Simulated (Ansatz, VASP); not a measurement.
## K: VASP beside Ansatz

The input INCAR:

```
PREC = Accurate
ENCUT = 500
EDIFF = 1E-6
ISMEAR = -1
SIGMA = 0.15
LREAL = F
LASPH = T
NELM = 120
ALGO = Normal
ISIF = 2
LWAVE = F
LCHARG = T
GGA = PS
LELF = T
LVHAR = T
NBANDS = 10
GGA_COMPAT = F
```

KPOINTS

```
regular mesh
0
Gamma
  7 7 7
```

File POSCAR:

```
K
1.0
    4.3104394900      0.0000000000      0.0000000000
    0.0000000000      4.3104394900      0.0000000000
    0.0000000000      0.0000000000      4.3104394900
K
1
Direct
    0.0000000000      0.0000000000      0.0000000000
```

Input for Ansatz:

```yaml
crystal:
  lattice:
    - [4.31043949, 0.0, 0.0]
    - [0.0, 4.31043949, 0.0]
    - [0.0, 0.0, 4.31043949]
  atoms:
    - { symbol: K, position: [0.0, 0.0, 0.0] }
kpoints:
  mp_grid:
    grid: [7, 7, 7]
    shift: [0.0, 0.0, 0.0]
hamiltonian:
  xc: pbesol
  pseudopotentials:
    kind: paw
scf:
  convergence:
    dr2_threshold: 1.0e-10
  occupations:
    method: fermi_dirac
    width: 0.15
output:
  forces: true
  stress: true
```

Alike in both runs: task single point; functional PBEsol; k mesh 7 × 7 × 7; occupations fermi-dirac, width 0.15 eV; no spin polarisation.

|  | VASP | Ansatz |
| --- | --- | --- |
| version | VASP 6.6.1 | Ansatz 0.2.0 |
| potentials or method | VASP PAW PBE potentials, release 64 (K_sv) | plane waves, PAW |
| plane-wave cutoff (eV) | 500 | 420 |
| valence electrons in the cell | 9 | 9 |

```tsv
	VASP	Ansatz	Ansatz less VASP
pressure (GPa)	-0.1	-0.1	+0.01
```

VASP's potentials were made for PBE, not for PBEsol.
